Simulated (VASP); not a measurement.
Write the native input for VASP 6.6.1 that does the following.

* Task: single point
* Functional: revPBE
* Potentials or basis: VASP PAW PBE potentials, release 64 (Cd)
* Cutoff: 520 eV
* k mesh: 19 × 19 × 9
* Occupations: fermi-dirac, width 0.1 eV
* Spin: no spin polarisation
* Dipole correction: no
* Further INCAR settings: ALGO = Normal; EDIFF = 1e-06; NBANDS = 19

The structure of Cd lies in POSCAR:

```
Cd
1.0
    3.0413057103      0.0000000000      0.0000000000
   -1.5206528551      2.6338480058      0.0000000000
    0.0000000000      0.0000000000      6.0217621081
Cd
2
Direct
    0.3333333333      0.6666666667      0.2500000000
    0.6666666667      0.3333333333      0.7500000000
```

One way to write it, as run:

INCAR

```
  PREC = Accurate
  ENCUT = 520
  EDIFF = 1E-6
  ISMEAR = -1
  SIGMA = 0.1
  LREAL = F
  LASPH = T
  NELM = 100
  ALGO = Normal
  ISIF = 2
  LWAVE = F
  LCHARG = F
  GGA = RE
  NBANDS = 19
```

KPOINTS

```
regular mesh
0
Gamma
  19 19 9
```

Potentials or basis: VASP PAW PBE potentials, release 64 (Cd).

Launch:

```bash
$ cat potpaw_PBE.64/Cd/POTCAR > POTCAR
$ mpirun -np 1 vasp_std > vasp.out
```

It gave:

The pressure is 0.3 GPa and the band gap on the k mesh is zero (bands 12 and 13 overlap by 3.80 eV).

Caveat: the PAW data sets were made with another functional, which shifts forces and pressure a little.

It took 40 s on 1 thread of Intel(R) Xeon(R) 6975P-C (Granite Rapids), on a shared host, peak memory 0.27 GiB.
